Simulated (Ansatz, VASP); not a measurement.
## AgCl in VASP and in Ansatz

```
CELL_PARAMETERS angstrom
3.53000 0.00000 0.00000
0.00000 4.01100 0.00000
-0.97255 0.00000 5.15201
ATOMIC_POSITIONS crystal
Ag 0.15700 0.25000 0.21000
Ag 0.84300 0.75000 0.79000
Cl 0.30800 0.25000 0.70500
Cl 0.69200 0.75000 0.29500
```

Alike in both runs: task electric field gradients; functional PBE; k mesh 10 × 8 × 7; occupations fermi-dirac, width 0.01 eV; no spin polarisation.

|  | VASP | Ansatz |
| --- | --- | --- |
| version | VASP 6.6.1 | Ansatz 0.2.0 |
| potentials or method | VASP PAW PBE potentials, release 64 (Ag, Cl) | plane-wave PAW, scalar-relativistic |
| plane-wave cutoff (eV) | 520 | 420 |
| valence electrons in the cell | 36 | 52 |

|  | VASP | Ansatz | Ansatz less VASP |
| --- | --- | --- | --- |
| gap on the k mesh at the Fermi level (eV) | 0.77 | 0.77 | +0.001 |
| pressure (GPa) | 10.1 | 10.3 | +0.19 |
| traceless stress, the component that is largest in VASP (GPa) | 1.04 | 1.04 | +0.002 |
| rms of the force components (eV/Å) | 0.432 | 0.432 | -0.0005 |
| size of Vzz on the site where it differs most (V/Å²) | 22.0 | 20.7 | -1.31 |

Atom by atom the forces differ by 0.002 eV/Å (rms over components). VASP's potentials hold 36 valence electrons a cell and Ansatz's 52, so a difference there can come from the potentials and not from the codes.
